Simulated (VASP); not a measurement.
# HgTe (P6_3mc) in VASP: notebook, part 2 of 2

VASP 6.6.1. The steps go on from the part before.

## (4) Single point, r2SCAN

This run uses another cell than the first one, of 35.58 Å³/atom.

Contents of POSCAR:

```
HgTe
1.0
    4.6426044390      0.0000000000      0.0000000000
   -2.3213022195      4.0206133839      0.0000000000
    0.0000000000      0.0000000000      7.6245015914
Hg Te
2 2
Direct
    0.3333333333      0.6666666667      0.0004981612
    0.6666666667      0.3333333333      0.5004981612
    0.3333333333      0.6666666667      0.3745018388
    0.6666666667      0.3333333333      0.8745018388
```

Contents of INCAR.step1:

```
PREC = Accurate
ENCUT = 520
ISMEAR = -1
SIGMA = 0.02
LREAL = False
LASPH = True
NELM = 100
NBANDS = 26
GGA = PE
ALGO = Normal
EDIFF = 1E-4
LWAVE = True
LCHARG = False
```

Contents of INCAR.step2:

```
PREC = Accurate
ENCUT = 520
EDIFF = 1E-6
ISMEAR = -1
SIGMA = 0.02
LREAL = False
LASPH = True
NELM = 100
ALGO = Normal
ISIF = 2
LWAVE = False
LCHARG = True
METAGGA = R2SCAN
LMIXTAU = True
LELF = True
LVHAR = True
NBANDS = 26
ISTART = 1
```

Contents of KPOINTS:

```
regular mesh
0
Gamma
  6 6 4
```

Potentials or basis: VASP PAW PBE potentials, release 64 (Hg, Te).

Started as:

```sh
cat potpaw_PBE.64/Hg/POTCAR potpaw_PBE.64/Te/POTCAR > POTCAR
cp INCAR.step1 INCAR
mpirun -np 1 vasp_std > vasp.out
cp INCAR.step2 INCAR
mpirun -np 1 vasp_std > vasp.out
```

OUTCAR:

```text
PREC = Accurate
   ENCUT = 520
   EDIFF = 1E-6
   ISMEAR = -1
   LREAL = False
   LASPH = True
   NELM = 100
   ISIF = 2
   METAGGA = R2SCAN
   ISTART = 1

 ion  position               nearest neighbor table
   1  0.333  0.667  0.000-   4 2.85   4 2.85   4 2.85   3 2.85
   2  0.667  0.333  0.500-   3 2.85   3 2.85   3 2.85   4 2.85
   3  0.333  0.667  0.375-   2 2.85   2 2.85   2 2.85   1 2.85
   4  0.667  0.333  0.875-   1 2.85   1 2.85   1 2.85   2 2.85

  LATTYP: Found a hexagonal cell.
 ALAT       =     4.6426044390
 C/A-ratio  =     1.6422897302

  Lattice vectors:

 A1 = (   4.6426044390,   0.0000000000,   0.0000000000)
 A2 = (  -2.3213022195,   4.0206133839,   0.0000000000)
 A3 = (   0.0000000000,   0.0000000000,   7.6245015914)

Analysis of symmetry for initial positions (statically):
=====================================================================
 Subroutine PRICEL returns:
 Original cell was already a primitive cell.

 Routine SETGRP: Setting up the symmetry group for a
 hexagonal supercell.

 Subroutine GETGRP returns: Found 12 space group operations
[... 165 lines left out ...]
  energy without entropy =     -150.29006205  energy(sigma->0) =     -150.29026818

 E-fermi :   2.3381     XC(G=0):  -9.0582

 val. band max:        2.3373413307   @ k =   0.0000   0.0000   0.0000
 cond. band min:       3.1524427258   @ k =   0.0000   0.0000   0.0000
 fundamental gap:      0.8151013951
 Fermi energy:         2.3380575789

 k-point     1 :       0.0000    0.0000    0.0000
  band No.  band energies     occupation
      1      -9.7044      2.00000
      2      -9.1674      2.00000
      3      -5.0145      2.00000
      4      -5.0025      2.00000
      5      -5.0025      2.00000
      6      -4.9101      2.00000
[... 598 lines left out ...]
     25       9.9048      0.00000
     26       9.9048      0.00000

------------------------ aborting loop because EDIFF is reached ----------------------------------------

  FORCE on cell =-STRESS in cart. coord.  units (eV):
  Direction    XX          YY          ZZ          XY          YZ          ZX
  --------------------------------------------------------------------------------------
  -------------------------------------------------------------------------------------
  Total        0.0489929      0.0489929      0.0501014      0.0000000      0.0000000      0.0000000
  in kB        0.5515420      0.5515420      0.5640204      0.0000000      0.0000000      0.0000000
  external PRESSURE =       0.5557014 kB  Pullay stress =       0.0000000 kB

 VOLUME and BASIS-vectors are now :
 -----------------------------------------------------------------------------
  energy-cutoff  :      520.00
  volume of cell :      142.32
      direct lattice vectors                 reciprocal lattice vectors
     4.642604439  0.000000000  0.000000000     0.215396339  0.124359134  0.000000000
    -2.321302220  4.020613384  0.000000000     0.000000000  0.248718269  0.000000000
     0.000000000  0.000000000  7.624501591     0.000000000  0.000000000  0.131156114

 POSITION                                       TOTAL-FORCE (eV/Angst)
 -----------------------------------------------------------------------------------
     -0.00000      2.68041      0.00380         0.000000     -0.000000      0.000698
      2.32130      1.34020      3.81605        -0.000000     -0.000000      0.000698
     -0.00000      2.68041      2.85539        -0.000000      0.000000     -0.000698
      2.32130      1.34020      6.66764        -0.000000     -0.000000     -0.000698
 -----------------------------------------------------------------------------------
    total drift:                               -0.000000      0.000000      0.000251

  FREE ENERGIE OF THE ION-ELECTRON SYSTEM (eV)
  ---------------------------------------------------
  free  energy   TOTEN  =      -150.2904743018 eV

  energy  without entropy=     -150.2900620527  energy(sigma->0) =     -150.29026818
```

OSZICAR.step1:

```text
N       E                     dE             d eps       ncg     rms          rms(c)
DAV:   1     0.235581205718E+03    0.23558E+03   -0.15639E+04  1092   0.120E+03
DAV:   2     0.466688341732E+01   -0.23091E+03   -0.22188E+03  1156   0.278E+02
DAV:   3    -0.748996997879E+01   -0.12157E+02   -0.12054E+02  1324   0.641E+01
DAV:   4    -0.765436733588E+01   -0.16440E+00   -0.16416E+00  1352   0.647E+00
DAV:   5    -0.765599882200E+01   -0.16315E-02   -0.16314E-02  1316   0.695E-01    0.956E+00
DAV:   6    -0.724819667981E+01    0.40780E+00   -0.92846E-01  1178   0.101E+01    0.763E+00
DAV:   7    -0.724160561051E+01    0.65911E-02   -0.32739E-01  1164   0.299E+00    0.259E+00
DAV:   8    -0.723829933093E+01    0.33063E-02   -0.38766E-02  1140   0.185E+00    0.795E-01
DAV:   9    -0.723854317602E+01   -0.24385E-03   -0.39023E-03  1218   0.600E-01    0.225E-01
DAV:  10    -0.723847805540E+01    0.65121E-04   -0.44822E-04  1106   0.200E-01
   1 F= -.72384781E+01 E0= -.72382716E+01  d E =-.412963E-03
```

Run time: 1.9 min. Hardware: 1 thread of Intel Xeon 6975P-C (Granite Rapids), shared host; peak memory 0.32 GiB.

What came out:

- Free energy: -150.2905 eV
- Pressure: 0.1 GPa
- Band gap on the k mesh: zero (filled and empty bands touch)

Caveat: semilocal functionals underestimate gaps, so a narrow gap can read as zero; the PAW data sets were made with another functional, which shifts forces and pressure a little; spin-orbit coupling is left out, which moves the levels of the heavy elements.

## (5) Single point, r2SCAN (36.65 Å³/atom)

This run uses another cell than the first one, of 36.65 Å³/atom.

Contents of POSCAR:

```
HgTe
1.0
    4.6885738092      0.0000000000      0.0000000000
   -2.3442869046      4.0604240263      0.0000000000
    0.0000000000      0.0000000000      7.6999966159
Hg Te
2 2
Direct
    0.3333333333      0.6666666667      0.0004981612
    0.6666666667      0.3333333333      0.5004981612
    0.3333333333      0.6666666667      0.3745018388
    0.6666666667      0.3333333333      0.8745018388
```

Contents of INCAR.step1:

```
SYSTEM = HgTe
  PREC = Accurate
  ENCUT = 520
  ISMEAR = -1
  SIGMA = 0.02
  LREAL = .False.
  LASPH = .True.
  NELM = 60
  NBANDS = 26
  GGA = PE
  ALGO = Normal
  EDIFF = 1E-4
  LWAVE = .True.
  LCHARG = .False.
```

Contents of INCAR.step2:

```
SYSTEM = HgTe
  PREC = Accurate
  ENCUT = 520
  EDIFF = 1E-6
  ISMEAR = -1
  SIGMA = 0.02
  LREAL = .False.
  LASPH = .True.
  NELM = 60
  ALGO = Normal
  ISIF = 2
  LWAVE = .False.
  LCHARG = .True.
  METAGGA = R2SCAN
  LMIXTAU = .True.
  LELF = .True.
  LVHAR = .True.
  NBANDS = 26
  ISTART = 1
```

Contents of KPOINTS:

```
Automatic mesh
0
Gamma
  6 6 4
  0 0 0
```

Started as:

```sh
cat potpaw_PBE.64/Hg/POTCAR potpaw_PBE.64/Te/POTCAR > POTCAR
cp INCAR.step1 INCAR
mpirun -np 1 vasp_std > vasp.out
cp INCAR.step2 INCAR
mpirun -np 1 vasp_std > vasp.out
```

Wall time 1.8 min (1 thread of Intel Xeon 6975P-C (Granite Rapids), shared host); peak memory 0.32 GiB.

Results (log left out):

* Free energy: -150.2777 eV
* Pressure: -1.0 GPa
* Largest force: 0.004 eV/Å
* Band gap on the k mesh: zero (filled and empty bands touch)

Forces in eV/Å, atoms in the order of the input:
```
Hg   0.000  0.000 -0.004
Hg   0.000  0.000 -0.004
Te   0.000  0.000  0.004
Te   0.000  0.000  0.004
```

Levels at points of the mesh, in eV from the Fermi level:
```csv
k point,band 16,band 17,band 18,band 19,band 20,band 21
"(0.00, 0.00, 0.00)",-0.60,-0.08,0.00,0.00,0.81,4.67
"(0.50, 0.00, 0.00)",-2.01,-1.44,-0.87,1.83,2.01,4.34
"(0.00, 0.00, 0.50)",-0.47,-0.47,-0.47,1.14,1.14,5.13
"(0.50, 0.00, 0.50)",-1.58,-1.48,-1.48,1.64,1.64,3.98
```

Caveat: semilocal functionals underestimate gaps, so a narrow gap can read as zero; the PAW data sets were made with another functional, which shifts forces and pressure a little; spin-orbit coupling is left out, which moves the levels of the heavy elements.

## (6) Single point, r2SCAN (37.71 Å³/atom)

This run uses another cell than the first one, of 37.71 Å³/atom.

Contents of POSCAR:

```
HgTe
1.0
    4.7336590155      0.0000000000      0.0000000000
   -2.3668295077      4.0994689602      0.0000000000
    0.0000000000      0.0000000000      7.7740395871
Hg Te
2 2
Direct
    0.3333333333      0.6666666667      0.0004981612
    0.6666666667      0.3333333333      0.5004981612
    0.3333333333      0.6666666667      0.3745018388
    0.6666666667      0.3333333333      0.8745018388
```

Contents of INCAR.step1:

```
  PREC = Accurate
  ENCUT = 520
  ISMEAR = -1
  SIGMA = 0.02
  LREAL = F
  LASPH = T
  NELM = 80
  NBANDS = 26
  GGA = PE
  ALGO = Normal
  EDIFF = 1E-4
  LWAVE = T
  LCHARG = F
```

Contents of INCAR.step2:

```
  PREC = Accurate
  ENCUT = 520
  EDIFF = 1E-7
  ISMEAR = -1
  SIGMA = 0.02
  LREAL = F
  LASPH = T
  NELM = 80
  ALGO = Normal
  ISIF = 2
  LWAVE = F
  LCHARG = F
  METAGGA = R2SCAN
  LMIXTAU = T
  NBANDS = 26
  ISTART = 1
```

Contents of KPOINTS:

```
Automatic mesh
0
Gamma
  6 6 4
```

Potentials or basis: VASP PAW PBE potentials, release 64 (Hg, Te).

Started as:

```sh
cat potpaw_PBE.64/Hg/POTCAR potpaw_PBE.64/Te/POTCAR > POTCAR
cp INCAR.step1 INCAR
mpirun -np 1 vasp_std > vasp.out
cp INCAR.step2 INCAR
mpirun -np 1 vasp_std > vasp.out
```

Wall time 2.4 min (1 thread of Intel Xeon 6975P-C (Granite Rapids), shared host); peak memory 0.34 GiB.

It converged, with:

* Free energy: -150.2383 eV
* Pressure: -2.0 GPa
* Largest force: 0.008 eV/Å
* Band gap on the k mesh: zero (filled and empty bands touch)

Forces on the atoms (eV/Å):
```
Hg   0.000  0.000 -0.008
Hg   0.000  0.000 -0.008
Te   0.000  0.000  0.008
Te   0.000  0.000  0.008
```

Levels at points of the mesh, in eV from the Fermi level:
| k point | band 14 | band 15 | band 16 | band 17 | band 18 | band 19 | band 20 | band 21 | band 22 | band 23 |
| --- | --- | --- | --- | --- | --- | --- | --- | --- | --- | --- |
| (0.00, 0.00, 0.00) | -0.82 | -0.82 | -0.67 | -0.07 | 0.00 | 0.00 | 0.81 | 4.72 | 4.72 | 4.89 |
| (0.50, 0.00, 0.00) | -4.39 | -2.69 | -1.90 | -1.35 | -0.82 | 1.80 | 2.02 | 4.36 | 5.21 | 5.47 |
| (0.00, 0.00, 0.50) | -3.17 | -0.44 | -0.44 | -0.44 | -0.44 | 1.11 | 1.11 | 5.10 | 5.10 | 5.20 |
| (0.50, 0.00, 0.50) | -4.91 | -1.50 | -1.50 | -1.40 | -1.40 | 1.63 | 1.63 | 4.02 | 4.02 | 6.85 |

Caveat: semilocal functionals underestimate gaps, so a narrow gap can read as zero; the PAW data sets were made with another functional, which shifts forces and pressure a little; spin-orbit coupling is left out, which moves the levels of the heavy elements.

## (7) Overview

```tsv
cell	gap on the mesh (eV)	pressure (GPa)	largest force (eV/Å)
a = 4.548, b = 4.548, c = 7.469 Å, angles 90.0, 90.0, 120.0°, 4 atoms	none	2.9	0.01
a = 4.596, b = 4.596, c = 7.547 Å, angles 90.0, 90.0, 120.0°, 4 atoms	none	1.4	0.01
a = 4.643, b = 4.643, c = 7.625 Å, angles 90.0, 90.0, 120.0°, 4 atoms	none	0.1	-
a = 4.689, b = 4.689, c = 7.700 Å, angles 90.0, 90.0, 120.0°, 4 atoms	none	-1.0	-
a = 4.734, b = 4.734, c = 7.774 Å, angles 90.0, 90.0, 120.0°, 4 atoms	none	-2.0	0.01
```

Alike in all rows: task single point; level r2SCAN; potentials or basis VASP PAW PBE potentials, release 64 (Hg, Te); no spin polarisation; k mesh 6 × 6 × 4; cutoff (eV) 520; smearing fermi-dirac 0.02 eV.

Caveats: semilocal functionals underestimate gaps, so a narrow gap can read as zero; the PAW data sets were made with another functional, which shifts forces and pressure a little; spin-orbit coupling is left out, which moves the levels of the heavy elements.

Absolute energies hang on the potentials; compare differences alone.
